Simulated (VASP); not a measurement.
Set up this calculation in VASP 6.6.1, as the native input.

```yaml
Task: single point
Functional: RPBE
Potentials_or_basis: VASP PAW PBE potentials, release 64 (K_sv, S)
Cutoff: 500 eV
k_mesh: 6 × 6 × 6
Occupations: gaussian, width 0.05 eV
Spin: no spin polarisation
Dipole_correction: no
Further_INCAR_settings: ALGO = Normal; EDIFF = 1e-06; NBANDS = 19
```

The structure of K2S lies in POSCAR:

```
K2S
1.0
    0.0000000000      3.7606303595      3.7606303595
    3.7606303595      0.0000000000      3.7606303595
    3.7606303595      3.7606303595      0.0000000000
K S
2 1
Direct
    0.2500000000      0.2500000000      0.2500000000
    0.7500000000      0.7500000000      0.7500000000
    0.0000000000      0.0000000000      0.0000000000
```

One way to write it, as run:

INCAR

```
PREC = Accurate ; ENCUT = 500
EDIFF = 1E-6 ; ISMEAR = 0
SIGMA = 0.05 ; LREAL = False
LASPH = True ; NELM = 120
ALGO = Normal ; ISIF = 2
LWAVE = False ; LCHARG = True
GGA = RP ; LELF = True
LVHAR = True ; NBANDS = 19
GGA_COMPAT = False
```

KPOINTS

```
regular mesh
0
Gamma
  6 6 6
```

Potentials or basis: VASP PAW PBE potentials, release 64 (K_sv, S).

The run is started by

```console
$ cat potpaw_PBE.64/K_sv/POTCAR potpaw_PBE.64/S/POTCAR > POTCAR
$ mpirun -np 1 vasp_std > vasp.out
```

It gave:

- Pressure: 0.7 GPa
- Band gap on the k mesh: 2.51 eV (least direct gap 2.67 eV)

Caveat: the PAW data sets were made with another functional, which shifts forces and pressure a little.

Run time: 62 s on 1 thread of Intel Xeon 8259CL (shared host), peak memory 0.24 GiB.
